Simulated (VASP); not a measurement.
Input of a VASP 6.6.1 run:

File INCAR:

```
SYSTEM = Ge3Sb4
  ALGO = Normal
  EDIFF = 1E-6
  ENCUT = 520
  GGA = PE
  ISIF = 2
  ISMEAR = 0
  LASPH = .True.
  LCHARG = .False.
  LREAL = .False.
  LWAVE = .False.
  NBANDS = 40
  NELM = 100
  PREC = Accurate
  SIGMA = 0.1
```

Contents of KPOINTS:

```
k-points
0
Gamma
  10 10 10
  0 0 0
```

The input POSCAR:

```
Ge3Sb4
1.0
   -2.8847486941      2.8847486941      5.6494716550
    2.8847486941     -2.8847486941      5.6494716550
    2.8847486941      2.8847486941     -5.6494716550
Ge Sb
3 4
Direct
    0.7500000000      0.2500000000      0.5000000000
    0.0000000000      0.0000000000      0.0000000000
    0.2500000000      0.7500000000      0.5000000000
    0.5000000000      0.0000000000      0.5000000000
    0.7457648281      0.7457648281      0.0000000000
    0.0000000000      0.5000000000      0.5000000000
    0.2542351719      0.2542351719      0.0000000000
```

Potentials or basis: VASP PAW PBE potentials, release 64 (Ge_d, Sb).

Command:

```bash
$ cat potpaw_PBE.64/Ge_d/POTCAR potpaw_PBE.64/Sb/POTCAR > POTCAR
$ mpirun -np 1 vasp_std > vasp.out
```

Task: Predict the band gap on the k mesh.

Result: Zero (bands 31 and 32 overlap by 1.28 eV).

Task: What does it give for the pressure?

Result: 0.0 GPa.

Forces on the atoms (eV/Å):
```
Ge   0.000  0.000  0.000
Ge   0.000  0.000  0.000
Ge   0.000  0.000  0.000
Sb   0.000  0.000  0.000
Sb   0.000  0.000  0.002
Sb   0.000  0.000  0.000
Sb   0.000  0.000 -0.002
```

Caveat: the cell differs from its parent crystal (atoms taken out); spin-orbit coupling is left out, which moves the levels of the heavy elements.
